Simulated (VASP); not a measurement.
Set up this calculation in VASP 6.6.1, as the native input.

| Property | Result |
| --- | --- |
| Task | single point |
| Functional | LDA |
| Potentials or basis | VASP PAW LDA potentials, release 64 (Tl_d, Ag, Te) |
| Cutoff | 520 eV |
| k mesh | 13 × 13 × 13 |
| Occupations | fermi-dirac, width 0.05 eV |
| Spin | no spin polarisation |
| Dipole correction | no |
| Further INCAR settings | ALGO = Normal; EDIFF = 1e-07; NBANDS = 26 |

The structure of TlAgTe2 lies in POSCAR:

```
TlAgTe2
1.0
   -1.9534447671      1.9534447671      7.5845483049
    1.9534447671     -1.9534447671      7.5845483049
    1.9534447671      1.9534447671     -7.5845483049
Tl Ag Te
1 1 2
Direct
    0.0000000000      0.0000000000      0.0000000000
    0.7500000000      0.2500000000      0.5000000000
    0.3690000000      0.3690000000      0.0000000000
    0.6310000000      0.6310000000      0.0000000000
```

The input as run:

INCAR

```
ALGO = Normal
EDIFF = 1E-7
ENCUT = 520
ISIF = 2
ISMEAR = -1
LASPH = True
LCHARG = True
LELF = True
LREAL = False
LVHAR = True
LWAVE = False
NBANDS = 26
NELM = 100
PREC = Accurate
SIGMA = 0.05
```

KPOINTS

```
k-points
0
Gamma
  13 13 13
```

Potentials or basis: VASP PAW LDA potentials, release 64 (Tl_d, Ag, Te).

Launch:

```sh
$ cat potpaw_LDA.64/Tl_d/POTCAR potpaw_LDA.64/Ag/POTCAR potpaw_LDA.64/Te/POTCAR > POTCAR
$ mpirun -np 1 vasp_std > vasp.out
```

Results of the run:

The pressure is -0.9 GPa and the largest force is 0.199 eV/Å. The band gap on the k mesh is zero (bands 18 and 19 overlap by 1.72 eV).

Caveat: spin-orbit coupling is left out, which moves the levels of the heavy elements.

It took 13 min on 1 thread of Intel(R) Xeon(R) 6975P-C (Granite Rapids), on a shared host, peak memory 0.84 GiB.
